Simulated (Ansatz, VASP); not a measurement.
# B5W in VASP and in Ansatz

The input INCAR:

```
SYSTEM = B5W
PREC     = Accurate       ! precision mode
ENCUT    = 600            ! plane-wave cutoff, eV
EDIFF    = 1E-6           ! SCF threshold, eV
ISMEAR   = 0              ! smearing method
SIGMA    = 0.1            ! smearing width, eV
LREAL    = .FALSE.        ! projectors in reciprocal space
LASPH    = .TRUE.         ! aspherical terms in the spheres
NELM     = 80             ! most SCF steps
ALGO     = Normal         ! electronic algorithm
ISIF     = 3              ! what is computed and relaxed
LWAVE    = .FALSE.        ! write WAVECAR
LCHARG   = .FALSE.        ! write CHGCAR
GGA      = PE             ! functional
IBRION   = 2              ! ionic algorithm
NSW      = 100            ! ionic steps
EDIFFG   = -0.01          ! ionic threshold
```

File KPOINTS:

```
Automatic mesh
0
G
  12 12 6
  0 0 0
```

POSCAR

```
B5W
1.0
    2.9513655910      0.0000000000      0.0000000000
    0.0000000000      2.9513655910      0.0000000000
    0.0000000000      0.0000000000      6.0075106587
B W
5 1
Direct
    0.5000000000      0.5000000000      0.7042866246
    0.5000000000      0.5000000000      0.2957133754
    0.5000000000      0.0000000000      0.5000000000
    0.0000000000      0.5000000000      0.5000000000
    0.5000000000      0.5000000000      0.0000000000
    0.0000000000      0.0000000000      0.0000000000
```

Input for Ansatz:

```yaml
crystal:
  lattice:
    - [2.951365591, 0.0, 0.0]
    - [0.0, 2.951365591, 0.0]
    - [0.0, 0.0, 6.0075106587]
  atoms:
    - { symbol: B, position: [0.5, 0.5, 0.7042866246] }
    - { symbol: B, position: [0.5, 0.5, 0.2957133754] }
    - { symbol: B, position: [0.5, 0.0, 0.5] }
    - { symbol: B, position: [0.0, 0.5, 0.5] }
    - { symbol: B, position: [0.5, 0.5, 0.0] }
    - { symbol: W, position: [0.0, 0.0, 0.0] }
basis:
  ecutwfc: 420
kpoints:
  mp_grid: { grid: [12, 12, 6] }
hamiltonian:
  xc: pbe
scf:
  occupations: { method: gaussian, width: 0.1 }
output:
  forces: true
  stress: true
  eigenvalues: true
relax:
  adjacent_minimum: "off"
  f_tol: 0.01
  max_steps: 80
  cell: { stress_tol: 0.05 }
```

Alike in both runs: task relaxation of cell and atoms; functional PBE; k mesh 12 × 12 × 6; occupations gaussian, width 0.1 eV; no spin polarisation.

|  | VASP | Ansatz |
| --- | --- | --- |
| version | VASP 6.6.1 | Ansatz 0.2.0 |
| potentials or method | VASP PAW PBE potentials, release 64 (B, W_sv), cutoff 600 eV | scalar-relativistic, plane waves, PAW |
| valence electrons in the cell | 29 | 29 |

Ansatz gave:

| Property | Result |
| --- | --- |
| gap on the k mesh at the Fermi level, each at its own relaxed structure (eV) | none |
| relaxed volume (Å³/atom) | 8.70 |
| relaxed cell length with the largest relative difference (Å) | 2.956 |

**Question.** Which values does VASP return?

**Answer.** gap on the k mesh at the Fermi level, each at its own relaxed structure (eV): none; relaxed volume (Å³/atom): 8.71; relaxed cell length with the largest relative difference (Å): 2.958.

A gap of «none» marks a metal or a gap that the smearing closes.

Neither program's run includes spin-orbit coupling. Noted on VASP's run: too few bands were computed for a metal, which touches its energy and stress.
